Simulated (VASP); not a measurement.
Wanted: the native input for a VASP 6.6.1 run.

| Item | Value |
| --- | --- |
| Task | single point |
| Functional | PBE |
| Potentials or basis | VASP PAW PBE potentials, release 64 (W_sv, N) |
| Cutoff | 600 eV |
| k mesh | 4 × 4 × 4 |
| Occupations | gaussian, width 0.1 eV |
| Spin | no spin polarisation |
| Dipole correction | no |
| Further INCAR settings | ALGO = Normal; EDIFF = 1e-06; NBANDS = 32 |

The structure of W3N lies in POSCAR:

```
W3N
1.0
    3.8664149305      0.0000000000      0.0000000000
    0.0000000000      3.8664149305      0.0000000000
    0.0000000000      0.0000000000      3.8664149305
W N
3 1
Direct
    0.0000000000      0.5000000000      0.5000000000
    0.5000000000      0.0000000000      0.5000000000
    0.5000000000      0.5000000000      0.0000000000
    0.0000000000      0.0000000000      0.0000000000
```

One way to write it, as run:

INCAR

```
PREC     = Accurate       # precision mode
ENCUT    = 600            # plane-wave cutoff, eV
EDIFF    = 1E-6           # SCF threshold, eV
ISMEAR   = 0              # smearing method
SIGMA    = 0.1            # smearing width, eV
LREAL    = False          # projectors in reciprocal space
LASPH    = True           # aspherical terms in the spheres
NELM     = 120            # most SCF steps
ALGO     = Normal         # electronic algorithm
ISIF     = 2              # what is computed and relaxed
LWAVE    = False          # write WAVECAR
LCHARG   = False          # write CHGCAR
GGA      = PE             # functional
NBANDS   = 32             # bands
GGA_COMPAT= False
```

KPOINTS

```
Automatic mesh
0
Gamma
  4 4 4
```

Potentials or basis: VASP PAW PBE potentials, release 64 (W_sv, N).

The run is started by

```sh
$ cat potpaw_PBE.64/W_sv/POTCAR potpaw_PBE.64/N/POTCAR > POTCAR
$ mpirun -np 1 vasp_std > vasp.out
```

It gave:

```
Pressure               : 0.8 GPa
Band gap on the k mesh : zero (an odd number of electrons rules out a gap without spin polarisation)
```

Caveat: the k points lie up to 0.41 Å⁻¹ apart, too coarse for converged energies and pressures of a metal; spin-orbit coupling is left out, which moves the levels of the heavy elements.

Run time: 41 s on 1 thread of Intel Xeon 8259CL, with other jobs on the host, peak memory 0.18 GiB.
